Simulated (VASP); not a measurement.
# AlSi16 (a cell with a defect) in VASP: a series of runs

The runs below take AlSi16 (a cell with a defect) through single point, with PBE+D3(BJ).

Everything below comes from runs of VASP 6.6.1. Logs are shortened: lines on timing, memory, paths and dates and some standing lists are left out, and cuts for length are marked.

## 1. The cell of the first run

The cell holds a defect, 17 atoms: a = 7.679 Å, b = 7.679 Å, c = 7.679 Å, α = 60.00°, β = 60.00°, γ = 60.00°.

## 2. Single point, PBE+D3(BJ), collinear spin, zero start

The input, INCAR:

```
PREC = Accurate
ENCUT = 520
EDIFF = 1E-7
ISMEAR = 0
SIGMA = 0.05
LREAL = Auto
LASPH = T
NELM = 150
ALGO = Normal
ISIF = 2
LWAVE = F
LCHARG = F
ISPIN = 2
MAGMOM = 0 0 0 0 0 0 0 0 0 0 0 0 0 0 0 0 0
LORBIT = 11
GGA = PE
IVDW = 12
NBANDS = 52
```

The input, KPOINTS:

```
Automatic mesh
0
Gamma
  2 2 2
```

The input, POSCAR:

```
AlSi16
1.0
    0.0000000000      5.4300000000      5.4300000000
    5.4300000000      0.0000000000      5.4300000000
    5.4300000000      5.4300000000      0.0000000000
Si Al
16 1
Direct
   -0.0171788214      0.0147747698      0.0016198895
    0.1195726519      0.1366785451      0.1237409761
   -0.0027344383      0.0065176796      0.4985241252
    0.1195537753      0.1366883978      0.6208449355
   -0.0027162983      0.5115238490     -0.0065214549
    0.1194812155      0.6339545120      0.1237184162
   -0.0027172192      0.5115179558      0.4985783610
    0.1209935543      0.6353149171      0.6222721915
    0.5003535912      0.0147745856      0.0016186004
    0.6209967772      0.1352971455      0.1222778085
    0.5003369245      0.0147918048      0.4841058011
    0.6224878453      0.1366860037      0.6208410681
    0.5003912523      0.4971343462      0.0016625230
    0.6224146409      0.6339501842      0.1237258748
    0.4921919890      0.5115083794      0.4985825967
    0.6224183241      0.6339553407      0.6207695212
    0.3709838858      0.8853686004      0.8722428177
```

Potentials or basis: VASP PAW PBE potentials, release 64 (Si, Al).

Started as:

```bash
> cat potpaw_PBE.64/Si/POTCAR potpaw_PBE.64/Al/POTCAR > POTCAR
> mpirun -np 1 vasp_std > vasp.out
```

OUTCAR:

```text
PREC = Accurate
   ENCUT = 520
   EDIFF = 1E-7
   ISMEAR = 0
   LREAL = Auto
   LASPH = T
   NELM = 150
   ISIF = 2
   ISPIN = 2
   LORBIT = 11
   GGA = PE
   IVDW = 12
 IVDW          = 12

 ion  position               nearest neighbor table
   1  0.983  0.015  0.002-  10 2.27   4 2.39   2 2.39   6 2.39  17 2.43
   2  0.120  0.137  0.124-   3 2.35   5 2.35   1 2.39   9 2.39  17 2.73
   3  0.997  0.007  0.499-   8 2.33  12 2.35   4 2.35   2 2.35
   4  0.120  0.137  0.621-   3 2.35   7 2.35   1 2.39  11 2.39  17 2.73
   5  0.997  0.512  0.993-   8 2.33   2 2.35   6 2.35  14 2.35
   6  0.119  0.634  0.124-   7 2.35   5 2.35   1 2.39  13 2.39  17 2.73
   7  0.997  0.512  0.499-   8 2.33   4 2.35   6 2.35  16 2.35
   8  0.121  0.635  0.622-  15 2.33   7 2.33   3 2.33   5 2.33
   9  0.500  0.015  0.002-  10 2.27  12 2.39   2 2.39  14 2.39  17 2.43
  10  0.621  0.135  0.122-   1 2.27   9 2.27  11 2.27  13 2.27
  11  0.500  0.015  0.484-  10 2.27  12 2.39   4 2.39  16 2.39  17 2.43
  12  0.622  0.137  0.621-   3 2.35  15 2.35   9 2.39  11 2.39  17 2.73
  13  0.500  0.497  0.002-  10 2.27  16 2.39  14 2.39   6 2.39  17 2.43
  14  0.622  0.634  0.124-  15 2.35   5 2.35   9 2.39  13 2.39  17 2.73
  15  0.492  0.512  0.499-   8 2.33  12 2.35  14 2.35  16 2.35
  16  0.622  0.634  0.621-  15 2.35   7 2.35  11 2.39  13 2.39  17 2.73
  17  0.371  0.885  0.872-  11 2.43   9 2.43   1 2.43  13 2.43   2 2.73  12 2.73   4 2.73  16 2.73
                            14 2.73   6 2.73

  LATTYP: Found a face centered cubic cell.
 ALAT       =    10.8600000000

  Lattice vectors:

 A1 = (   0.0000000000,   5.4300000000,   5.4300000000)
 A2 = (   5.4300000000,   0.0000000000,   5.4300000000)
 A3 = (   5.4300000000,   5.4300000000,   0.0000000000)

Analysis of symmetry for initial positions (statically):
=====================================================================
 Subroutine PRICEL returns:
 Original cell was already a primitive cell.

 Routine SETGRP: Setting up the symmetry group for a
 face centered cubic supercell.

 Subroutine GETGRP returns: Found  1 space group operations
 (whereof  1 operations were pure point group operations)
 out of a pool of 48 trial point group operations.

The static configuration has the point symmetry C_1 .

Analysis of symmetry for dynamics (positions and initial velocities):
=====================================================================
 Subroutine PRICEL returns:
 Original cell was already a primitive cell.

 Routine SETGRP: Setting up the symmetry group for a
 face centered cubic supercell.

 Subroutine GETGRP returns: Found  1 space group operations
 (whereof  1 operations were pure point group operations)
 out of a pool of 48 trial point group operations.

The dynamic configuration has the point symmetry C_1 .

Analysis of structural, dynamic, and magnetic symmetry:
=====================================================================
 Subroutine PRICEL returns:
 Original cell was already a primitive cell.

 Routine SETGRP: Setting up the symmetry group for a
 face centered cubic supercell.

 Subroutine GETGRP returns: Found  1 space group operations
 (whereof  1 operations were pure point group operations)
 out of a pool of 48 trial point group operations.

The overall configuration has the point symmetry C_1 .

 Subroutine INISYM returns: Found  1 space group operations
 (whereof  1 operations are pure point group operations),
 and found     1 'primitive' translations

----------------------------------------------------------------------------------------

                                     Primitive cell

  volume of cell :     320.2060

  direct lattice vectors                    reciprocal lattice vectors
     0.000000000  5.430000000  5.430000000    -0.092081031  0.092081031  0.092081031
     5.430000000  0.000000000  5.430000000     0.092081031 -0.092081031  0.092081031
     5.430000000  5.430000000  0.000000000     0.092081031  0.092081031 -0.092081031

  length of vectors
     7.679179644  7.679179644  7.679179644     0.159489025  0.159489025  0.159489025

  position of ions in fractional coordinates (direct lattice)
     0.982821179  0.014774770  0.001619889
     0.119572652  0.136678545  0.123740976
     0.997265562  0.006517680  0.498524125
     0.119553775  0.136688398  0.620844936
     0.997283702  0.511523849  0.993478545
     0.119481216  0.633954512  0.123718416
[... 77 lines left out ...]
   PREC   = accura    normal or accurate (medium, high low for compatibility)
   ISTART =      0    job   : 0-new  1-cont  2-samecut
   ICHARG =      2    charge: 1-file 2-atom 10-const
   ISPIN  =      2    spin polarized calculation?
   LNONCOLLINEAR =      F non collinear calculations
   LSORBIT =      F    spin-orbit coupling
   LASPH  =      T    aspherical Exc in radial PAW
   ENCUT  =  520.0 eV  38.22 Ry    6.18 a.u.  14.28 14.28 14.28*2*pi/ulx,y,z
   NELM   =    150;   NELMIN=  2; NELMDL= -5     # of ELM steps
   EDIFF  = 0.1E-06   stopping-criterion for ELM
   LREAL  =      T    real-space projection
   EDIFFG = 0.1E-05   stopping-criterion for IOM
   NSW    =      0    number of steps for IOM
   IBRION =     -1    ionic relax: 0-MD 1-quasi-New 2-CG
   NFREE  =      0    steps in history (QN), initial steepest desc. (CG)
   ISIF   =      2    stress and relaxation
   ISYM   =      2    0-nonsym 1-usesym 2-fastsym
   POTIM  = 0.5000    time-step for ionic-motion
   TEBEG  =    0.0;   TEEND  =   0.0 temperature during run
   PSTRESS=    0.0 pullay stress
   NELECT =      67.0000    total number of electrons
   NUPDOWN=      -1.0000    fix difference up-down
   EMIN   =  10.00;   EMAX   =-10.00  energy-range for DOS
   EFERMI =   0.00;   METHOD = LEGACY
   ISMEAR =     0;   SIGMA  =   0.05  broadening in eV -4-tet -1-fermi 0-gaus
   EFERMI_NEDOS =   21; number of points for ismear=-14 and -15
   IALGO  =     38    algorithm
   IMIX   =      4    mixing-type and parameters
     AMIX     =   0.40;   BMIX     =  1.00
     AMIX_MAG =   1.60;   BMIX_MAG =  1.00
  volume/ion in A,a.u.               =      18.84       127.11
  Fermi-wavevector in a.u.,A,eV,Ry     =   0.971904  1.836632 12.852022  0.944597
  Thomas-Fermi vector in A             =   2.102159
   LORBIT       =     11    0 simple, 1 ext, 2 COOP (PROOUT), +10 PAW based schemes
   GGA     = PE    functional components
   LHFCALC =     F    Hartree Fock is set to
   AEXX    =    0.0000 exact exchange contribution
   IVDW    =    12    specifies the selected vdW correction
   LEPSILON=     F    determine dielectric tensor
   LRPA    =     F    only Hartree local field effects (RPA)
 spin polarized calculation
 Gauss-broadening in eV      SIGMA  =   0.05
  energy-cutoff  :      520.00
  volume of cell :      320.21
 maximum number of plane-waves:      8646
 NGX is ok and might be reduce to    60
   NGX = 29   NGY = 29   NGZ = 29

 number of electron      67.0000000 magnetization       0.0000330

 number of electron      67.0000000 magnetization      -0.0000772

 Free energy of the ion-electron system (eV)
  ---------------------------------------------------
  ext. energy  EPLUGINS =         0.00000000
  ---------------------------------------------------
  free energy    TOTEN  =       -86.69731388 eV

  energy without entropy =      -86.69026151  energy(sigma->0) =      -86.69378769

 E-fermi :   6.9043     XC(G=0):  -9.6571

 val. band max:        6.9042799132   @ k =   0.0000   0.0000   0.0000
 cond. band min:       6.9043706347   @ k =   0.0000   0.0000   0.0000
 fundamental gap:      0.0000907215
 Fermi energy:         6.9043252335

 spin component 1

 k-point     1 :       0.0000    0.0000    0.0000
  band No.  band energies     occupation
      1      -6.0070      1.00000
      2      -3.5543      1.00000
      3      -3.5379      1.00000
      4      -3.5378      1.00000
      5      -3.5368      1.00000
      6      -2.3999      1.00000
[... 373 lines left out ...]
     44      10.3342      0.00000
     45      10.4684      0.00000
 Fermi energy:         6.9043252335

 spin component 2

 k-point     1 :       0.0000    0.0000    0.0000
  band No.  band energies     occupation
      1      -6.0070      1.00000
      2      -3.5543      1.00000
      3      -3.5379      1.00000
      4      -3.5378      1.00000
      5      -3.5368      1.00000
      6      -2.3999      1.00000
[... 373 lines left out ...]
     44      10.3342      0.00000
     45      10.4684      0.00000
 [bands above 45 left out]

------------------------ aborting loop because EDIFF is reached ----------------------------------------

 Edisp (eV)   -5.60991

 E8    (eV) :    -2.3331

  FORCE on cell =-STRESS in cart. coord.  units (eV):
  Direction    XX          YY          ZZ          XY          YZ          ZX
  --------------------------------------------------------------------------------------
  -------------------------------------------------------------------------------------
  Total       4.90375     4.90666     4.90557     0.00857     0.00063    -0.00540
  in kB      24.53631    24.55088    24.54544     0.04286     0.00315    -0.02704
  external pressure =       24.54 kB  Pullay stress =        0.00 kB

 VOLUME and BASIS-vectors are now :
 -----------------------------------------------------------------------------
  energy-cutoff  :      520.00
  volume of cell :      320.21
      direct lattice vectors                 reciprocal lattice vectors
     0.000000000  5.430000000  5.430000000    -0.092081031  0.092081031  0.092081031
     5.430000000  0.000000000  5.430000000     0.092081031 -0.092081031  0.092081031
     5.430000000  5.430000000  0.000000000     0.092081031  0.092081031 -0.092081031

 POSITION                                       TOTAL-FORCE (eV/Angst)
 -----------------------------------------------------------------------------------
      0.08902      5.34551      5.41695         0.001059     -0.000764     -0.005355
      1.41408      1.32119      1.39144         0.000068     -0.005075      0.003783
      2.74238      8.12214      5.45054        -0.002653      0.002065     -0.001822
      4.11341      4.02036      1.39139         0.003363      0.000309      0.002792
      8.17216     10.80984      8.19283         0.003967     -0.000152      0.001454
      4.11416      1.32057      4.09116        -0.003896      0.003698      0.003207
[... 9 lines left out ...]
      6.81316      6.75051      6.82211         0.004304      0.003080     -0.002072
      9.54383      6.75072      6.82199        -0.004792      0.006998     -0.007159
 -----------------------------------------------------------------------------------
    total drift:                                0.004683     -0.007698      0.008341

  FREE ENERGIE OF THE ION-ELECTRON SYSTEM (eV)
  ---------------------------------------------------
  free  energy   TOTEN  =       -92.3072285619 eV

  energy  without entropy=      -92.3001761965  energy(sigma->0) =      -92.30370238

 total charge

# of ion       s       p       d       tot
------------------------------------------
    1        0.758   0.950   0.000   1.708
    2        0.743   0.930   0.000   1.672
    3        0.746   0.950   0.000   1.696
    4        0.743   0.930   0.000   1.672
    5        0.746   0.950   0.000   1.696
    6        0.743   0.929   0.000   1.672
[... 9 lines left out ...]
   16        0.743   0.929   0.000   1.672
   17        0.508   0.335   0.000   0.843
--------------------------------------------------
tot         12.479  15.471   0.000  27.950

 magnetization (x)

# of ion       s       p       d       tot
------------------------------------------
    1       -0.000  -0.000   0.000  -0.000
    2       -0.000   0.000   0.000  -0.000
    3        0.000  -0.000   0.000  -0.000
    4       -0.000   0.000   0.000  -0.000
    5        0.000  -0.000   0.000  -0.000
    6       -0.000   0.000   0.000  -0.000
[... 9 lines left out ...]
   16       -0.000   0.000   0.000  -0.000
   17        0.000   0.000   0.000   0.000
--------------------------------------------------
tot         -0.000  -0.000   0.000  -0.000
```

It took 6 min on 1 thread of Intel Xeon 6975P-C (Granite Rapids), shared host; peak memory 0.7 GiB.

What came out:

* Free energy: -92.3072 eV
* Pressure: 2.5 GPa
* Largest force: 0.011 eV/Å
* Net moment: 0.00 μB per cell
* Valence electrons inside the program's atomic spheres: Si 1.71, 1.67, 1.70, 1.75 (each value once); Al 0.84
* Dispersion energy per atom: -0.330 eV

Forces in eV/Å, atoms in the order of the input:
```
Si   0.001 -0.001 -0.005
Si   0.000 -0.005  0.004
Si  -0.003  0.002 -0.002
Si   0.003  0.000  0.003
Si   0.004  0.000  0.001
Si  -0.004  0.004  0.003
Si   0.001 -0.005  0.002
Si  -0.002  0.002 -0.002
Si   0.001  0.005  0.001
Si   0.001 -0.001  0.001
Si  -0.006 -0.001  0.001
Si   0.003 -0.003 -0.001
Si   0.003 -0.003  0.003
Si  -0.004 -0.003 -0.003
Si   0.001 -0.002  0.004
Si   0.004  0.003 -0.002
Al  -0.005  0.007 -0.007
```

Caveat: the k points lie up to 0.50 Å⁻¹ apart.

## 3. Single point, PBE+D3(BJ), collinear spin

The input, INCAR:

```
SYSTEM = AlSi16
PREC = Accurate ; ENCUT = 520
EDIFF = 1E-6 ; ISMEAR = 0
SIGMA = 0.05 ; LREAL = Auto
LASPH = .TRUE. ; NELM = 150
ALGO = Normal ; ISIF = 2
LWAVE = .FALSE. ; LCHARG = .TRUE.
ISPIN = 2 ; MAGMOM = 0 0 0 0 0 0 0 0 0 0 0 0 0 0 0 0 1
LORBIT = 11 ; GGA = PE
IVDW = 12 ; LELF = .TRUE.
LVHAR = .TRUE. ; NBANDS = 52
```

The input, KPOINTS:

```
Automatic mesh
0
G
  2 2 2
  0 0 0
```

The input, POSCAR:

```
AlSi16
1.0
    0.0000000000      5.4300000000      5.4300000000
    5.4300000000      0.0000000000      5.4300000000
    5.4300000000      5.4300000000      0.0000000000
Si Al
16 1
Direct
   -0.0103118362      0.0032617415      0.0028349395
    0.1134804543      0.1269661258      0.1265346296
   -0.0089779147      0.0047858349      0.5013874252
    0.1134604193      0.1269733567      0.6316289752
   -0.0089814276      0.5018205317      0.0043591873
    0.1134621856      0.6320581694      0.1265422569
   -0.0089842717      0.5018388843      0.5014031385
    0.1278309157      0.6238838784      0.6234625665
    0.4882998124      0.0046979303      0.0042734663
    0.6184772766      0.1269954628      0.1265851658
    0.4883039201      0.0046750835      0.5013763464
    0.6102028207      0.1414322103      0.6234987286
    0.4882979957      0.5017858558      0.0042611664
    0.6101944146      0.6239218084      0.1410094965
    0.4896731222      0.5032622700      0.5028410773
    0.6102046812      0.6239074905      0.6234930276
    0.7396140317      0.7532882658      0.7528727064
```

Potentials or basis: VASP PAW PBE potentials, release 64 (Si, Al).

Started as:

```bash
> cat potpaw_PBE.64/Si/POTCAR potpaw_PBE.64/Al/POTCAR > POTCAR
> mpirun -np 1 vasp_std > vasp.out
```

It took 5.9 min on 1 thread of Intel Xeon 6975P-C (Granite Rapids), shared host; peak memory 0.7 GiB.

Results (log left out):

* Free energy: -92.3070 eV
* Pressure: 2.5 GPa
* Largest force: 0.010 eV/Å
* Net moment: 0.01 μB per cell
* Valence electrons inside the program's atomic spheres: Si 1.71, 1.70, 1.67, 1.75 (each value once); Al 0.84
* Dispersion energy per atom: -0.330 eV

Forces in eV/Å, atoms in the order of the input:
```
Si  -0.002  0.000  0.001
Si   0.004 -0.002 -0.001
Si  -0.003  0.005 -0.003
Si   0.001 -0.003  0.000
Si  -0.002 -0.003  0.004
Si   0.000 -0.001 -0.004
Si   0.003  0.006  0.004
Si   0.001 -0.003 -0.003
Si   0.000 -0.002 -0.001
Si  -0.003  0.004  0.003
Si   0.004  0.000 -0.003
Si   0.003 -0.003  0.004
Si   0.003 -0.002  0.000
Si   0.004  0.005 -0.004
Si   0.000 -0.002 -0.001
Si  -0.004 -0.001 -0.002
Al  -0.008  0.004  0.005
```

Levels at points of the mesh, in eV from the Fermi level:
Spin up:
| k point | band 30 | band 31 | band 32 | band 33 | band 34 | band 35 | band 36 | band 37 |
| --- | --- | --- | --- | --- | --- | --- | --- | --- |
| (0.00, 0.00, 0.00) | -1.75 | -0.76 | -0.76 | -0.76 | -0.22 | -0.22 | -0.22 | 0.00 |
| (0.50, 0.00, 0.00) | -1.58 | -1.41 | -1.41 | -0.61 | 0.22 | 0.54 | 0.54 | 0.87 |
| (0.00, 0.50, 0.00) | -1.58 | -1.41 | -1.41 | -0.61 | 0.22 | 0.54 | 0.54 | 0.87 |
| (0.00, 0.00, 0.50) | -1.58 | -1.41 | -1.41 | -0.61 | 0.22 | 0.54 | 0.54 | 0.87 |
| (0.50, 0.50, 0.50) | -1.58 | -1.41 | -1.41 | -0.61 | 0.22 | 0.54 | 0.54 | 0.87 |
| (0.50, 0.50, 0.00) | -2.03 | -2.03 | -1.90 | -0.26 | 0.19 | 1.09 | 1.40 | 1.40 |
| (0.00, 0.50, 0.50) | -2.03 | -2.03 | -1.90 | -0.26 | 0.19 | 1.09 | 1.40 | 1.40 |
| (0.50, 0.00, 0.50) | -2.03 | -2.03 | -1.90 | -0.26 | 0.19 | 1.09 | 1.40 | 1.40 |
Spin down:
| k point | band 29 | band 30 | band 31 | band 32 | band 33 | band 34 | band 35 | band 36 | band 37 | band 38 |
| --- | --- | --- | --- | --- | --- | --- | --- | --- | --- | --- |
| (0.00, 0.00, 0.00) | -1.75 | -1.75 | -0.76 | -0.76 | -0.76 | -0.22 | -0.22 | -0.22 | 0.00 | 0.00 |
| (0.50, 0.00, 0.00) | -1.58 | -1.58 | -1.41 | -1.41 | -0.61 | 0.22 | 0.54 | 0.54 | 0.87 | 0.87 |
| (0.00, 0.50, 0.00) | -1.58 | -1.58 | -1.41 | -1.41 | -0.61 | 0.22 | 0.54 | 0.54 | 0.87 | 0.87 |
| (0.00, 0.00, 0.50) | -1.58 | -1.58 | -1.41 | -1.41 | -0.61 | 0.22 | 0.54 | 0.54 | 0.87 | 0.87 |
| (0.50, 0.50, 0.50) | -1.58 | -1.58 | -1.41 | -1.41 | -0.61 | 0.22 | 0.54 | 0.54 | 0.87 | 0.87 |
| (0.50, 0.50, 0.00) | -2.15 | -2.03 | -2.03 | -1.90 | -0.26 | 0.19 | 1.09 | 1.40 | 1.40 | 1.45 |
| (0.00, 0.50, 0.50) | -2.15 | -2.03 | -2.03 | -1.90 | -0.26 | 0.19 | 1.09 | 1.40 | 1.40 | 1.45 |
| (0.50, 0.00, 0.50) | -2.15 | -2.03 | -2.03 | -1.90 | -0.26 | 0.19 | 1.09 | 1.40 | 1.40 | 1.45 |

Caveat: the k points lie up to 0.50 Å⁻¹ apart.
